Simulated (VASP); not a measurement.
Input of a VASP 6.6.1 run:

File INCAR:

```
PREC = Accurate
ENCUT = 520
EDIFF = 1E-6
ISMEAR = 0
SIGMA = 0.05
LREAL = Auto
LASPH = True
NELM = 60
ALGO = Normal
ISIF = 2
LWAVE = False
LCHARG = True
GGA = CA
LELF = True
LVHAR = True
NBANDS = 42
NELECT = 56.0
```

The input KPOINTS:

```
regular mesh
0
Gamma
  6 6 6
```

File POSCAR:

```
B8N7
1.0
   -1.2613598139     -2.1847392842      4.1742962428
   -1.2613598139     -2.1847392842     -4.1742962428
    5.0454392554      0.0000000000      0.0000000000
B N
8 7
Direct
    0.8331929424      0.8334737243      0.1666666667
    0.8331929424      0.8334737243      0.6666666667
    0.3331929424      0.3334737243      0.1666666667
    0.3331929424      0.3334737243      0.6666666667
    0.4165262757      0.9168070576      0.8333333333
    0.4165262757      0.9168070576      0.3333333333
    0.9165262757      0.4168070576      0.8333333333
    0.9165262757      0.4168070576      0.3333333333
    0.6459737243      0.0206929424      0.6666666667
    0.3158726334      0.6905918515      0.0064644849
    0.1459737243      0.5206929424      0.6666666667
    0.2293070576      0.1040262757      0.8333333333
    0.2293070576      0.1040262757      0.3333333333
    0.7293070576      0.6040262757      0.8333333333
    0.7293070576      0.6040262757      0.3333333333
```

Potentials or basis: VASP PAW LDA potentials, release 64 (B, N).

Run with:

```bash
$ cat potpaw_LDA.64/B/POTCAR potpaw_LDA.64/N/POTCAR > POTCAR
$ mpirun -np 1 vasp_std > vasp.out
```

(1) What does it give for the largest force?

## Answers

(1) 5.702 eV/Å.

Caveat: the cell carries a net charge on a neutralising background, which shifts energy and pressure; the cell differs from its parent crystal (atoms taken out, atom 10 moved 0.500 of the way to it and -0.700 Å across, host rigid).
